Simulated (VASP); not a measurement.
Input of a VASP 6.6.1 run:

File INCAR:

```
ALGO = Fast
EDIFF = 1E-6
ENCUT = 520
GGA = PS
ISIF = 2
ISMEAR = 0
LASPH = True
LCHARG = False
LREAL = False
LWAVE = False
NBANDS = 14
NELM = 100
PREC = Accurate
SIGMA = 0.15
```

Contents of KPOINTS:

```
k-points
0
Gamma
  16 16 16
```

File POSCAR:

```
TiAl
1.0
    3.1790640000      0.0000000000      0.0000000000
    0.0000000000      3.1790640000      0.0000000000
    0.0000000000      0.0000000000      2.9247388800
Ti Al
1 1
Direct
    0.0000000000      0.0000000000      0.0000000000
    0.5000000000      0.5000000000      0.5000000000
```

Potentials or basis: VASP PAW PBE potentials, release 64 (Ti_sv, Al).

The run is started by

```bash
$ cat potpaw_PBE.64/Ti_sv/POTCAR potpaw_PBE.64/Al/POTCAR > POTCAR
$ mpirun -np 1 vasp_std > vasp.out
```

Problem. Estimate the pressure.

Solution. 8.5 GPa.

Problem. What does it give for the band gap on the k mesh?

Solution. Zero (an odd number of electrons rules out a gap without spin polarisation).

Stress tensor (GPa, compression positive):
```
8.77 0.00 0.00
0.00 8.77 0.00
0.00 0.00 7.82
```

Caveat: the cell differs from its parent crystal (strain +0.000 along x and y, -0.080 along z); the cell stands under pressure; the PAW data sets were made with another functional, which shifts forces and pressure a little.
